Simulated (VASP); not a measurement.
Crystal: Bi.

```
Bi
1.0
    -1.98143    1.98143    1.98143
     1.98143   -1.98143    1.98143
     1.98143    1.98143   -1.98143
Bi
1
Direct
  0.00000 0.00000 0.00000
```

| Item | Value |
| --- | --- |
| Program | VASP 6.6.1 |
| Task | relaxation of cell and atoms |
| Functional | revPBE |
| Potentials or basis | VASP PAW PBE potentials, release 64 (Bi_d) |
| Cutoff | 600 eV |
| k mesh | 9 × 9 × 9 |
| Occupations | fermi-dirac, width 0.05 eV |
| Spin | no spin polarisation |

At the start: pressure 1.9 GPa; volume 31.12 Å³/atom.

Q: How do energy, volume and symmetry change on relaxing?

A: Over 3 steps the energy falls by 6.2 meV/atom and the volume is 32.22 Å³/atom (+3.5 %); space group Im-3m (No. 229, to 0.05 Å).

Step by step:
| step | energy change (eV) | largest force (eV/Å) | pressure (GPa) | volume (Å³) |
| --- | --- | --- | --- | --- |
| 1 | 0.0000 | 0.0000 | 1.88 | 31.12 |
| 2 | -0.0047 | 0.0000 | -0.84 | 32.79 |
| 3 | -0.0062 | 0.0000 | 0.00 | 32.22 |

Final structure:
```xyz
1
Lattice="-2.0045 2.0045 2.0045 2.0045 -2.0045 2.0045 2.0045 2.0045 -2.0045" Properties=species:S:1:pos:R:3 pbc="T T T"
Bi    0.0000    0.0000    0.0000
```

Caveat: the PAW data sets were made with another functional, which shifts forces and pressure a little.
